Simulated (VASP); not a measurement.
Here is a VASP 6.6.1 calculation.

File POSCAR:

```
MgO
1.0
    0.0000000000      2.3404250073      2.1913677277
    2.3404250073      0.0000000000      2.1913677277
    2.3404250073      2.3404250073      0.0000000000
Mg O
1 1
Direct
    0.0000000000      0.0000000000      0.0000000000
    0.2500000000      0.2500000000      0.2500000000
```

File INCAR.step1:

```
SYSTEM = MgO
ALGO = Normal
EDIFF = 1E-4
ENCUT = 520
GGA = PE
ISMEAR = 0
LASPH = .True.
LCHARG = .False.
LREAL = .False.
LWAVE = .True.
NBANDS = 11
NELM = 60
PREC = Accurate
SIGMA = 0.01
```

Contents of INCAR.step2:

```
SYSTEM = MgO
ALGO = Normal
EDIFF = 1E-7
ENCUT = 520
ISIF = 2
ISMEAR = 0
ISTART = 1
LASPH = .True.
LCHARG = .False.
LMIXTAU = .True.
LREAL = .False.
LWAVE = .False.
METAGGA = R2SCAN
NBANDS = 11
NELM = 60
PREC = Accurate
SIGMA = 0.01
```

Contents of KPOINTS:

```
k-points
0
Gamma
  10 10 10
  0 0 0
```

Potentials or basis: VASP PAW PBE potentials, release 64 (Mg, O).

Launch:

```sh
$ cat potpaw_PBE.64/Mg/POTCAR potpaw_PBE.64/O/POTCAR > POTCAR
$ cp INCAR.step1 INCAR
$ mpirun -np 1 vasp_std > vasp.out
$ cp INCAR.step2 INCAR
$ mpirun -np 1 vasp_std > vasp.out
```

Problem. Estimate the pressure.

Solution. -2.0 GPa.

Problem. Estimate the band gap on the k mesh.

Solution. 4.17 eV.

Stress tensor (GPa, compression positive):
```
-2.80  0.00  0.00
 0.00 -2.80  0.00
 0.00  0.00 -0.54
```

Caveat: the cell differs from its parent crystal (epitaxial xy strain +2.6%); the PAW data sets were made with another functional, which shifts forces and pressure a little.
